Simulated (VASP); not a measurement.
# SrO in VASP: notebook

SrO is run at these levels: PBE; tasks: single point.

All numbers are computed with VASP 6.6.1; they aren't measurements. Logs are shortened: lines on timing, memory, paths and dates and some standing lists are left out, and cuts for length are marked.

## (1) The cell of the first run

It takes space group P6_3mc (No. 186, hexagonal). Conventional cell: a = 3.517 Å, b = 3.517 Å, c = 6.138 Å, α = 90.00°, β = 90.00°, γ = 120.00°. Within 3.3 Å of Sr (site symmetry 3m) lie 6 O at 2.50 to 2.59 Å. O (site symmetry 3m) has 6 Sr at 2.50 to 2.59 Å and 2 O at 3.07 Å within 3.3 Å.

## (2) Single point, PBE (atoms displaced along a vibrational mode, the cell strained)

INCAR reads:

```
SYSTEM = SrO
ALGO     = Normal         ! electronic algorithm
EDIFF    = 1E-6           ! SCF threshold, eV
ENCUT    = 520            ! plane-wave cutoff, eV
GGA      = PE             ! functional
ISIF     = 2              ! what is computed and relaxed
ISMEAR   = 0              ! smearing method
LASPH    = .TRUE.         ! aspherical terms in the spheres
LCHARG   = .FALSE.        ! write CHGCAR
LREAL    = .FALSE.        ! projectors in reciprocal space
LWAVE    = .FALSE.        ! write WAVECAR
NBANDS   = 24             ! bands
NELM     = 100            ! most SCF steps
PREC     = Accurate       ! precision mode
SIGMA    = 0.05           ! smearing width, eV
```

KPOINTS reads:

```
k-points
0
G
  9 9 4
  0 0 0
```

POSCAR reads:

```
SrO
1.0
    3.5172128484      0.0000000000      0.0000000000
   -1.7586064242      3.0459956772      0.0000000000
    0.0000000000      0.0000000000      6.1383698542
Sr O
2 2
Direct
    0.3333333333      0.6666666667      0.2517315869
    0.6666666667      0.3333333333      0.7517315869
    0.0000000000      0.0000000000     -0.0094831953
    0.0000000000      0.0000000000      0.4905168047
```

Potentials or basis: VASP PAW PBE potentials, release 64 (Sr_sv, O).

Command:

```sh
cat potpaw_PBE.64/Sr_sv/POTCAR potpaw_PBE.64/O/POTCAR > POTCAR
mpirun -np 1 vasp_std > vasp.out
```

OUTCAR:

```text
SYSTEM = SrO
   EDIFF = 1E-6
   ENCUT = 520
   GGA = PE
   ISIF = 2
   ISMEAR = 0
   LASPH = .TRUE.
   LREAL = .FALSE.
   NELM = 100
   PREC = Accurate

 ion  position               nearest neighbor table
   1  0.333  0.667  0.252-   4 2.50   4 2.50   4 2.50   3 2.59   3 2.59   3 2.59   2 3.68   2 3.68
                             2 3.68   2 3.68   2 3.68   2 3.68   2 5.09   2 5.09   2 5.09   2 5.09
   2  0.667  0.333  0.752-   3 2.50   3 2.50   3 2.50   4 2.59   4 2.59   4 2.59   1 3.68   1 3.68
                             1 3.68   1 3.68   1 3.68   1 3.68   1 5.09   1 5.09   1 5.09   1 5.09
   3  0.000  0.000  0.991-   2 2.50   2 2.50   2 2.50   1 2.59   1 2.59   1 2.59
   4  0.000  0.000  0.491-   1 2.50   1 2.50   1 2.50   2 2.59   2 2.59   2 2.59

  LATTYP: Found a hexagonal cell.
 ALAT       =     3.5172128484
 C/A-ratio  =     1.7452369586

  Lattice vectors:

 A1 = (   3.5172128484,   0.0000000000,   0.0000000000)
 A2 = (  -1.7586064242,   3.0459956772,   0.0000000000)
 A3 = (   0.0000000000,   0.0000000000,   6.1383698542)

Analysis of symmetry for initial positions (statically):
=====================================================================
 Subroutine PRICEL returns:
 Original cell was already a primitive cell.

 Routine SETGRP: Setting up the symmetry group for a
 hexagonal supercell.

 Subroutine GETGRP returns: Found 12 space group operations
 (whereof  6 operations were pure point group operations)
 out of a pool of 24 trial point group operations.

The static configuration has the point symmetry C_3v.
 The point group associated with its full space group is C_6v.

Analysis of symmetry for dynamics (positions and initial velocities):
=====================================================================
 Subroutine PRICEL returns:
 Original cell was already a primitive cell.

 Routine SETGRP: Setting up the symmetry group for a
 hexagonal supercell.

 Subroutine GETGRP returns: Found 12 space group operations
 (whereof  6 operations were pure point group operations)
 out of a pool of 24 trial point group operations.

The dynamic configuration has the point symmetry C_3v.
 The point group associated with its full space group is C_6v.

 Subroutine INISYM returns: Found 12 space group operations
 (whereof  6 operations are pure point group operations),
 and found     1 'primitive' translations

----------------------------------------------------------------------------------------

                                     Primitive cell

  volume of cell :      65.7629

  direct lattice vectors                    reciprocal lattice vectors
     3.517212848  0.000000000  0.000000000     0.284316032  0.164149937  0.000000000
    -1.758606424  3.045995677  0.000000000     0.000000000  0.328299875  0.000000000
     0.000000000  0.000000000  6.138369854     0.000000000  0.000000000  0.162909701

  length of vectors
     3.517212848  3.517212848  6.138369854     0.328299875  0.328299875  0.162909701

  position of ions in fractional coordinates (direct lattice)
     0.333333333  0.666666667  0.251731587
     0.666666667  0.333333333  0.751731587
     0.000000000  0.000000000  0.990516805
     0.000000000  0.000000000  0.490516805

  ion indices of the primitive-cell ions
   primitive index   ion index
                 1           1
                 2           2
                 3           3
                 4           4

----------------------------------------------------------------------------------------

 KPOINTS: k-points

Automatic generation of k-mesh.
 Grid dimensions read from file:
 generate k-points for:    9    9    4

 Generating k-lattice:

  Cartesian coordinates                     Fractional coordinates (reciprocal lattice)
     0.031590670  0.018238882  0.000000000     0.111111111  0.000000000  0.000000000
     0.000000000  0.036477764  0.000000000     0.000000000  0.111111111  0.000000000
     0.000000000  0.000000000  0.040727425     0.000000000  0.000000000  0.250000000

  Length of vectors
     0.036477764  0.036477764  0.040727425

  Shift w.r.t. Gamma in fractional coordinates (k-lattice)
     0.000000000  0.000000000  0.000000000

 Subroutine IBZKPT returns following result:
 ===========================================

 Found     36 irreducible k-points:

 Following reciprocal coordinates:
            Coordinates               Weight
  0.000000  0.000000  0.000000      1.000000
  0.111111  0.000000  0.000000      6.000000
  0.222222 -0.000000  0.000000      6.000000
  0.333333  0.000000  0.000000      6.000000
  0.444444 -0.000000  0.000000      6.000000
  0.111111  0.111111  0.000000      6.000000
[... 16 lines left out ...]
  0.333333  0.222222  0.250000     24.000000
  0.333333  0.333333  0.250000      4.000000
 [... further k-points ...]
   k-points           NKPTS =     36   k-points in BZ     NKDIM =     36   number of bands    NBANDS=     24
   number of dos      NEDOS =    301   number of ions     NIONS =      4
   total plane-waves  NPLWV =  37632
   dimension x,y,z NGX =    28 NGY =   28 NGZ =   48
   dimension x,y,z NGXF=    56 NGYF=   56 NGZF=   96
   ions per type =               2   2
   NGX,Y,Z   is equivalent  to a cutoff of  13.23, 13.23, 13.00 a.u.
   NGXF,Y,Z  is equivalent  to a cutoff of  26.47, 26.47, 26.00 a.u.
 SYSTEM =  SrO
   PREC   = accura    normal or accurate (medium, high low for compatibility)
   ISTART =      0    job   : 0-new  1-cont  2-samecut
   ICHARG =      2    charge: 1-file 2-atom 10-const
   ISPIN  =      1    spin polarized calculation?
   LNONCOLLINEAR =      F non collinear calculations
   LSORBIT =      F    spin-orbit coupling
   LASPH  =      T    aspherical Exc in radial PAW
   ENCUT  =  520.0 eV  38.22 Ry    6.18 a.u.   6.54  6.54 11.41*2*pi/ulx,y,z
   NELM   =    100;   NELMIN=  2; NELMDL= -5     # of ELM steps
   EDIFF  = 0.1E-05   stopping-criterion for ELM
   LREAL  =      F    real-space projection
   EDIFFG = 0.1E-04   stopping-criterion for IOM
   NSW    =      0    number of steps for IOM
   IBRION =     -1    ionic relax: 0-MD 1-quasi-New 2-CG
   NFREE  =      0    steps in history (QN), initial steepest desc. (CG)
   ISIF   =      2    stress and relaxation
   ISYM   =      2    0-nonsym 1-usesym 2-fastsym
   POTIM  = 0.5000    time-step for ionic-motion
   TEBEG  =    0.0;   TEEND  =   0.0 temperature during run
   PSTRESS=    0.0 pullay stress
   NELECT =      32.0000    total number of electrons
   NUPDOWN=      -1.0000    fix difference up-down
   EMIN   =  10.00;   EMAX   =-10.00  energy-range for DOS
   EFERMI =   0.00;   METHOD = LEGACY
   ISMEAR =     0;   SIGMA  =   0.05  broadening in eV -4-tet -1-fermi 0-gaus
   EFERMI_NEDOS =   21; number of points for ismear=-14 and -15
   IALGO  =     38    algorithm
   IMIX   =      4    mixing-type and parameters
     AMIX     =   0.40;   BMIX     =  1.00
     AMIX_MAG =   1.60;   BMIX_MAG =  1.00
  volume/ion in A,a.u.               =      16.44       110.95
  Fermi-wavevector in a.u.,A,eV,Ry     =   1.287650  2.433306 22.559038  1.658042
  Thomas-Fermi vector in A             =   2.419651
   LORBIT       =      0    0 simple, 1 ext, 2 COOP (PROOUT), +10 PAW based schemes
   GGA     = PE    functional components
   LHFCALC =     F    Hartree Fock is set to
   AEXX    =    0.0000 exact exchange contribution
   IVDW    =     0    specifies the selected vdW correction
   LEPSILON=     F    determine dielectric tensor
   LRPA    =     F    only Hartree local field effects (RPA)
 non-spin polarized calculation
 Gauss-broadening in eV      SIGMA  =   0.05
  energy-cutoff  :      520.00
  volume of cell :       65.76
 maximum number of plane-waves:      1823
 NGX is ok and might be reduce to    28
   NGX = 13   NGY = 13   NGZ = 23

 number of electron      32.0000013 magnetization

 Free energy of the ion-electron system (eV)
  ---------------------------------------------------
  ext. energy  EPLUGINS =         0.00000000
  ---------------------------------------------------
  free energy    TOTEN  =       -23.67259137 eV

  energy without entropy =      -23.67259137  energy(sigma->0) =      -23.67259137

 E-fermi :   2.6933     XC(G=0): -10.1773

 val. band max:        2.3715975805   @ k =   0.0000   0.0000   0.0000
 cond. band min:       5.5063000391   @ k =   0.4444  -0.0000   0.0000
 fundamental gap:      3.1347024585
 Fermi energy:         2.6933174696

 k-point     1 :       0.0000    0.0000    0.0000
  band No.  band energies     occupation
      1     -30.5035      2.00000
      2     -30.3769      2.00000
      3     -14.8366      2.00000
      4     -13.2553      2.00000
      5     -12.1410      2.00000
      6     -12.1410      2.00000
[... 16 lines left out ...]
     23       9.8236      0.00000
     24      10.8235      0.00000

 k-point     2 :       0.1111    0.0000    0.0000
  band No.  band energies     occupation
      1     -30.4850      2.00000
      2     -30.3658      2.00000
      3     -14.7368      2.00000
      4     -13.5334      2.00000
      5     -12.2685      2.00000
      6     -12.1907      2.00000
[... 16 lines left out ...]
     23      10.0463      0.00000
     24      10.5227      0.00000

 k-point     3 :       0.2222   -0.0000    0.0000
  band No.  band energies     occupation
      1     -30.4371      2.00000
      2     -30.3382      2.00000
      3     -14.4489      2.00000
      4     -14.0359      2.00000
      5     -12.5628      2.00000
      6     -12.2931      2.00000
[... 16 lines left out ...]
     23      10.5604      0.00000
     24      10.6219      0.00000
[... 514 lines left out ...]
 k-point    23 :       0.3333    0.2222    0.2500
  band No.  band energies     occupation
      1     -30.3121      2.00000
      2     -30.2938      2.00000
      3     -14.6078      2.00000
      4     -13.7770      2.00000
      5     -12.7921      2.00000
      6     -12.7195      2.00000
[... 16 lines left out ...]
     23      11.8765      0.00000
     24      12.2826      0.00000

 k-point    24 :       0.3333    0.3333    0.2500
  band No.  band energies     occupation
      1     -30.2953      2.00000
      2     -30.2953      2.00000
      3     -14.6156      2.00000
      4     -13.6586      2.00000
      5     -12.8983      2.00000
      6     -12.8983      2.00000
[... 16 lines left out ...]
     23      12.3075      0.00000
     24      12.3076      0.00000

 [... further k-points ...]

------------------------ aborting loop because EDIFF is reached ----------------------------------------

  FORCE on cell =-STRESS in cart. coord.  units (eV):
  Direction    XX          YY          ZZ          XY          YZ          ZX
  --------------------------------------------------------------------------------------
  -------------------------------------------------------------------------------------
  Total        2.1289509      2.1289509      2.4198640      0.0000000      0.0000000      0.0000000
  in kB       51.8674919     51.8674919     58.9549878      0.0000000      0.0000000      0.0000000
  external PRESSURE =      54.2299905 kB  Pullay stress =       0.0000000 kB

 VOLUME and BASIS-vectors are now :
 -----------------------------------------------------------------------------
  energy-cutoff  :      520.00
  volume of cell :       65.76
      direct lattice vectors                 reciprocal lattice vectors
     3.517212848  0.000000000  0.000000000     0.284316032  0.164149937  0.000000000
    -1.758606424  3.045995677  0.000000000     0.000000000  0.328299875  0.000000000
     0.000000000  0.000000000  6.138369854     0.000000000  0.000000000  0.162909701

 POSITION                                       TOTAL-FORCE (eV/Angst)
 -----------------------------------------------------------------------------------
     -0.00000      2.03066      1.54522        -0.000000      0.000000     -0.199572
      1.75861      1.01533      4.61441         0.000000      0.000000     -0.199572
      0.00000      0.00000      6.08016         0.000000      0.000000      0.199572
      0.00000      0.00000      3.01097         0.000000     -0.000000      0.199572
 -----------------------------------------------------------------------------------
    total drift:                                0.000000     -0.000000     -0.000557

  FREE ENERGIE OF THE ION-ELECTRON SYSTEM (eV)
  ---------------------------------------------------
  free  energy   TOTEN  =       -23.6725913747 eV

  energy  without entropy=      -23.6725913747  energy(sigma->0) =      -23.67259137
```

Wall time 59 s (1 thread of Intel Xeon 6975P-C (Granite Rapids), shared host); peak memory 0.21 GiB.

What came out:

* Free energy: -23.6726 eV
* Pressure: 5.4 GPa
* Largest force: 0.200 eV/Å
* Band gap on the k mesh: 3.13 eV (least direct gap 3.29 eV)

Forces in eV/Å, atoms in the order of the input:
```
Sr   0.000  0.000 -0.200
Sr   0.000  0.000 -0.200
O    0.000  0.000  0.200
O    0.000  0.000  0.200
```

Levels at points of the mesh, in eV from the valence-band top:
| k point | band 12 | band 13 | band 14 | band 15 | band 16 | band 17 | band 18 | band 19 | band 20 | band 21 |
| --- | --- | --- | --- | --- | --- | --- | --- | --- | --- | --- |
| (0.00, 0.00, 0.00) | -1.09 | -1.09 | -0.83 | -0.83 | 0.00 | 3.29 | 5.13 | 5.22 | 6.27 | 6.27 |
| (0.00, 0.00, 0.50) | -1.65 | -0.99 | -0.99 | -0.99 | -0.99 | 4.87 | 4.87 | 6.12 | 6.12 | 7.30 |

Caveat: the cell differs from its parent crystal (atoms displaced along a vibrational mode, the cell strained); the cell stands under pressure; an odd mesh through Γ misses points on the zone boundary, where band edges can lie.

## (3) Single point, PBE (the cell strained)

INCAR reads:

```
SYSTEM = SrO
PREC = Accurate ; ENCUT = 520
EDIFF = 1E-6 ; ISMEAR = 0
SIGMA = 0.05 ; LREAL = .FALSE.
LASPH = .TRUE. ; NELM = 60
ALGO = Normal ; ISIF = 2
LWAVE = .FALSE. ; LCHARG = .FALSE.
GGA = PE ; NBANDS = 24
```

KPOINTS reads:

```
regular mesh
0
G
  9 9 4
  0 0 0
```

POSCAR reads:

```
SrO
1.0
    3.5172128484      0.0000000000      0.0000000000
   -1.7586064242      3.0459956772      0.0000000000
    0.0000000000      0.0000000000      6.1383698542
Sr O
2 2
Direct
    0.3333333333      0.6666666667      0.2500000000
    0.6666666667      0.3333333333      0.7500000000
    0.0000000000      0.0000000000      0.0000000000
    0.0000000000      0.0000000000      0.5000000000
```

Potentials or basis: VASP PAW PBE potentials, release 64 (Sr_sv, O).

Command:

```sh
cat potpaw_PBE.64/Sr_sv/POTCAR potpaw_PBE.64/O/POTCAR > POTCAR
mpirun -np 1 vasp_std > vasp.out
```

Run time: 75 s. Hardware: 1 thread of Intel Xeon 6975P-C (Granite Rapids), shared host; peak memory 0.21 GiB.

It converged, with:

```yaml
Free_energy: -23.6863 eV
Pressure: 5.3 GPa
Band_gap_on_the_k_mesh: 3.09 eV (least direct gap 3.26 eV)
```

Stress tensor (GPa, compression positive):
```
5.01 0.00 0.00
0.00 5.01 0.00
0.00 0.00 5.75
```

Levels at points of the mesh, in eV from the valence-band top:
```tsv
k point	band 12	band 13	band 14	band 15	band 16	band 17	band 18	band 19	band 20	band 21
(0.00, 0.00, 0.00)	-1.10	-1.10	-0.85	-0.85	0.00	3.26	5.10	5.16	6.23	6.23
(0.00, 0.00, 0.50)	-1.67	-1.01	-1.01	-1.01	-1.01	4.84	4.84	6.07	6.07	7.27
```

Caveat: the cell differs from its parent crystal (the cell strained); the cell stands under pressure; an odd mesh through Γ misses points on the zone boundary, where band edges can lie.
